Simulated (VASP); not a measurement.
# Ge (Fd-3m) in VASP: notebook, part 2 of 2

VASP 6.6.1. Earlier steps stand in the parts before.

## Step 3: Single point, PBE

The input, INCAR:

```
SYSTEM = Ge
PREC     = Accurate       ! precision mode
ENCUT    = 520            ! plane-wave cutoff, eV
EDIFF    = 1E-7           ! SCF threshold, eV
ISMEAR   = -1             ! smearing method
SIGMA    = 0.05           ! smearing width, eV
LREAL    = .FALSE.        ! projectors in reciprocal space
LASPH    = .TRUE.         ! aspherical terms in the spheres
NELM     = 100            ! most SCF steps
ALGO     = Normal         ! electronic algorithm
ISIF     = 2              ! what is computed and relaxed
LWAVE    = .FALSE.        ! write WAVECAR
LCHARG   = .FALSE.        ! write CHGCAR
GGA      = PE             ! functional
NBANDS   = 21             ! bands
```

The input, KPOINTS:

```
Automatic mesh
0
G
  14 14 14
  0 0 0
```

The input, POSCAR:

```
Ge
1.0
    0.0000000000      2.4061758034      2.4061758034
    2.4061758034      0.0000000000      2.4061758034
    2.4061758034      2.4061758034      0.0000000000
Ge
2
Direct
   -0.1250000000     -0.1250000000     -0.1250000000
    0.1250000000      0.1250000000      0.1250000000
```

Potentials or basis: VASP PAW PBE potentials, release 64 (Ge_d).

Started as:

```
cat potpaw_PBE.64/Ge_d/POTCAR > POTCAR
mpirun -np 1 vasp_std > vasp.out
```

OUTCAR:

```text
SYSTEM = Ge
   PREC = Accurate
   ENCUT = 520
   EDIFF = 1E-7
   ISMEAR = -1
   LREAL = .FALSE.
   LASPH = .TRUE.
   NELM = 100
   ISIF = 2
   GGA = PE

 ion  position               nearest neighbor table
   1  0.875  0.875  0.875-   2 2.08   2 2.08   2 2.08   2 2.08
   2  0.125  0.125  0.125-   1 2.08   1 2.08   1 2.08   1 2.08

  LATTYP: Found a face centered cubic cell.
 ALAT       =     4.8123516068

  Lattice vectors:

 A1 = (   0.0000000000,   2.4061758034,   2.4061758034)
 A2 = (   2.4061758034,   0.0000000000,   2.4061758034)
 A3 = (   2.4061758034,   2.4061758034,   0.0000000000)

Analysis of symmetry for initial positions (statically):
=====================================================================
 Subroutine PRICEL returns:
 Original cell was already a primitive cell.

 Routine SETGRP: Setting up the symmetry group for a
 face centered cubic supercell.

 Subroutine GETGRP returns: Found 48 space group operations
 (whereof 12 operations were pure point group operations)
 out of a pool of 48 trial point group operations.

The static configuration has the point symmetry D_3d.
 The point group associated with its full space group is O_h .

Analysis of symmetry for dynamics (positions and initial velocities):
=====================================================================
 Subroutine PRICEL returns:
 Original cell was already a primitive cell.

 Routine SETGRP: Setting up the symmetry group for a
 face centered cubic supercell.

 Subroutine GETGRP returns: Found 48 space group operations
 (whereof 12 operations were pure point group operations)
 out of a pool of 48 trial point group operations.

The dynamic configuration has the point symmetry D_3d.
 The point group associated with its full space group is O_h .

 Subroutine INISYM returns: Found 48 space group operations
[... 110 lines left out ...]
   EMIN   =  10.00;   EMAX   =-10.00  energy-range for DOS
   EFERMI =   0.00;   METHOD = LEGACY
   ISMEAR =    -1;   SIGMA  =   0.05  broadening in eV -4-tet -1-fermi 0-gaus
   EFERMI_NEDOS =   21; number of points for ismear=-14 and -15
   IALGO  =     38    algorithm
   IMIX   =      4    mixing-type and parameters
     AMIX     =   0.40;   BMIX     =  1.00
     AMIX_MAG =   1.60;   BMIX_MAG =  1.00
  volume/ion in A,a.u.               =      13.93        94.01
  Fermi-wavevector in a.u.,A,eV,Ry     =   1.639797  3.098767 36.585182  2.688935
  Thomas-Fermi vector in A             =   2.730543
   LORBIT       =      0    0 simple, 1 ext, 2 COOP (PROOUT), +10 PAW based schemes
   GGA     = PE    functional components
   LHFCALC =     F    Hartree Fock is set to
   AEXX    =    0.0000 exact exchange contribution
   IVDW    =     0    specifies the selected vdW correction
   LEPSILON=     F    determine dielectric tensor
   LRPA    =     F    only Hartree local field effects (RPA)
 non-spin polarized calculation
  energy-cutoff  :      520.00
  volume of cell :       27.86
 maximum number of plane-waves:       760
 NGX is ok and might be reduce to    28
   NGX = 13   NGY = 13   NGZ = 13

 number of electron      28.0000002 magnetization

 Free energy of the ion-electron system (eV)
  ---------------------------------------------------
  ext. energy  EPLUGINS =         0.00000000
  ---------------------------------------------------
  free energy    TOTEN  =        -4.83411647 eV

  energy without entropy =       -4.83252467  energy(sigma->0) =       -4.83332057

 E-fermi :  10.9166     XC(G=0): -12.4702

 val. band max:       10.8747522272   @ k =   0.5000   0.5000   0.0000
 cond. band min:      10.9372192660   @ k =   0.5000   0.4286   0.0000
 fundamental gap:      0.0624670388
 Fermi energy:        10.9166306318

 k-point     1 :       0.0000    0.0000    0.0000
  band No.  band energies     occupation
      1     -15.2417      2.00000
      2     -15.2417      2.00000
      3     -15.2417      2.00000
      4     -15.1542      2.00000
      5     -15.1542      2.00000
      6     -14.4845      2.00000
[... 565 lines left out ...]
     20      22.3463      0.00000
     21      22.5294      0.00000

 [... further k-points ...]

------------------------ aborting loop because EDIFF is reached ----------------------------------------

  FORCE on cell =-STRESS in cart. coord.  units (eV):
  Direction    XX          YY          ZZ          XY          YZ          ZX
  --------------------------------------------------------------------------------------
  -------------------------------------------------------------------------------------
  Total       19.2285776     19.2285776     19.2285776      0.0000000      0.0000000     -0.0000000
  in kB     1105.7213100   1105.7213100   1105.7213100      0.0000000      0.0000000     -0.0000000
  external PRESSURE =    1105.7213100 kB  Pullay stress =       0.0000000 kB

 VOLUME and BASIS-vectors are now :
 -----------------------------------------------------------------------------
  energy-cutoff  :      520.00
  volume of cell :       27.86
      direct lattice vectors                 reciprocal lattice vectors
     0.000000000  2.406175803  2.406175803    -0.207798615  0.207798615  0.207798615
     2.406175803  0.000000000  2.406175803     0.207798615 -0.207798615  0.207798615
     2.406175803  2.406175803  0.000000000     0.207798615  0.207798615 -0.207798615

 POSITION                                       TOTAL-FORCE (eV/Angst)
 -----------------------------------------------------------------------------------
      4.21081      4.21081      4.21081        -0.000000      0.000000      0.000000
      0.60154      0.60154      0.60154         0.000000     -0.000000     -0.000000
 -----------------------------------------------------------------------------------
    total drift:                                0.000000     -0.000000     -0.000000

  FREE ENERGIE OF THE ION-ELECTRON SYSTEM (eV)
  ---------------------------------------------------
  free  energy   TOTEN  =        -4.8341164741 eV

  energy  without entropy=       -4.8325246688  energy(sigma->0) =       -4.83332057
```

OSZICAR:

```text
N       E                     dE             d eps       ncg     rms          rms(c)
DAV:   1     0.170822276829E+03    0.17082E+03   -0.13481E+04  5257   0.412E+03
DAV:   2     0.151662061190E+02   -0.15566E+03   -0.14982E+03  4398   0.578E+02
DAV:   3    -0.472378826823E+01   -0.19890E+02   -0.19774E+02  4873   0.130E+02
DAV:   4    -0.518742398456E+01   -0.46364E+00   -0.46332E+00  4964   0.230E+01
DAV:   5    -0.519310832407E+01   -0.56843E-02   -0.56841E-02  4953   0.260E+00    0.604E+00
DAV:   6    -0.495046196639E+01    0.24265E+00   -0.73408E-02  6385   0.189E+00    0.354E+00
DAV:   7    -0.483282175834E+01    0.11764E+00   -0.12101E-01  5530   0.216E+00    0.212E-01
DAV:   8    -0.483385722433E+01   -0.10355E-02   -0.81567E-03  5824   0.856E-01    0.920E-02
DAV:   9    -0.483411667624E+01   -0.25945E-03   -0.47479E-04  4795   0.226E-01    0.322E-02
DAV:  10    -0.483411664897E+01    0.27268E-07   -0.13785E-05  5388   0.569E-02    0.663E-03
DAV:  11    -0.483411687385E+01   -0.22488E-06   -0.22140E-06  5372   0.224E-02    0.127E-03
DAV:  12    -0.483411657010E+01    0.30375E-06   -0.65862E-08  3419   0.533E-03    0.515E-04
DAV:  13    -0.483411647406E+01    0.96039E-07   -0.24998E-08  2998   0.156E-03
   1 F= -.48341165E+01 E0= -.48333206E+01  d E =-.159181E-02
```

Run time: 1.8 min. Hardware: 1 thread of Intel Xeon 8259CL, shared host; peak memory 0.19 GiB.

Results:

```
Free energy            : -4.8341 eV
Pressure               : 110.6 GPa
Band gap on the k mesh : zero (bands 14 and 15 overlap by 0.53 eV)
```

Levels at points of the mesh, in eV from the Fermi level:
| k point | band 11 | band 12 | band 13 | band 14 | band 15 | band 16 | band 17 | band 18 |
| --- | --- | --- | --- | --- | --- | --- | --- | --- |
| (0.00, 0.00, 0.00) | -17.36 | 0.33 | 0.33 | 0.33 | 2.80 | 2.80 | 2.80 | 5.38 |
| (0.50, 0.00, 0.00) | -13.67 | -10.79 | -2.08 | -2.08 | 2.35 | 3.91 | 3.91 | 7.04 |
| (0.50, 0.50, 0.00) | -11.22 | -11.22 | -5.03 | -5.03 | -0.04 | -0.04 | 14.34 | 14.34 |

Caveat: the cell stands under pressure; semilocal functionals underestimate gaps, so a narrow gap can read as zero.
